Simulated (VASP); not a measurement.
KW9, 10 atoms in the cell. The cell holds a slab with vacuum, 10 atoms: a = 4.461 Å, b = 4.461 Å, c = 26.285 Å, α = 90.00°, β = 90.00°, γ = 120.00°. 

| Property | Result |
| --- | --- |
| Program | VASP 6.6.1 |
| Task | single point |
| Functional | PBEsol |
| Potentials or basis | VASP PAW PBE potentials, release 64 (W_sv, K_sv) |
| Cutoff | 520 eV |
| k mesh | 9 × 9 × 1 |
| Occupations | gaussian, width 0.1 eV |
| Spin | no spin polarisation |
| Dipole correction | yes |
| Further INCAR settings | ALGO = Normal; EDIFF = 1e-07; NBANDS = 78 |

Potentials or basis: VASP PAW PBE potentials, release 64 (W_sv, K_sv).

The run is started by

```console
$ cat potpaw_PBE.64/W_sv/POTCAR potpaw_PBE.64/K_sv/POTCAR > POTCAR
$ mpirun -np 1 vasp_std > vasp.out
```

Hardware: 1 thread of Intel(R) Xeon(R) 6975P-C (Granite Rapids), on a shared host.

Problem. Estimate the wall time of this run.

Solution. Run time: 16 min on 1 thread of Intel(R) Xeon(R) 6975P-C (Granite Rapids), on a shared host, peak memory 0.71 GiB. Counts: scf iterations 35, k points 12.
